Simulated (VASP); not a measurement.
Here is a VASP 6.6.1 calculation.

File POSCAR:

```
Pt
1.0
    0.0000000000      2.1536900000      1.9579000000
    2.1536900000      0.0000000000      1.9579000000
    2.1536900000      2.1536900000      0.0000000000
Pt
1
Direct
    0.0000000000      0.0000000000      0.0000000000
```

INCAR.step1

```
ALGO = Normal
EDIFF = 1E-4
ENCUT = 520
GGA = PE
ISMEAR = 0
LASPH = True
LCHARG = False
LREAL = False
LWAVE = True
NBANDS = 11
NELM = 100
PREC = Accurate
SIGMA = 0.15
```

Contents of INCAR.step2:

```
ALGO = Normal
EDIFF = 1E-6
ENCUT = 520
ISIF = 2
ISMEAR = 0
ISTART = 1
LASPH = True
LCHARG = True
LELF = True
LMIXTAU = True
LREAL = False
LVHAR = True
LWAVE = False
METAGGA = R2SCAN
NBANDS = 11
NELM = 100
PREC = Accurate
SIGMA = 0.15
```

File KPOINTS:

```
k-points
0
Gamma
  20 20 20
```

Potentials or basis: VASP PAW PBE potentials, release 64 (Pt).

Launch:

```sh
$ cat potpaw_PBE.64/Pt/POTCAR > POTCAR
$ cp INCAR.step1 INCAR
$ mpirun -np 1 vasp_std > vasp.out
$ cp INCAR.step2 INCAR
$ mpirun -np 1 vasp_std > vasp.out
```

**Question.** What does it give for the pressure?

**Answer.** -28.3 GPa.

**Question.** Estimate the band gap on the k mesh.

**Answer.** Zero (band 5 reaches 8.41 eV, above the bottom of band 6 at 6.35 eV).

Stress tensor (GPa, compression positive):
```
-28.84   0.00   0.00
  0.00 -28.84   0.00
  0.00   0.00 -27.13
```

Caveat: the cell differs from its parent crystal (strain +0.1000 x Voigt [1, 1, 0, 0, 0, 0]); the PAW data sets were made with another functional, which shifts forces and pressure a little; spin-orbit coupling is left out, which moves the levels of the heavy elements.
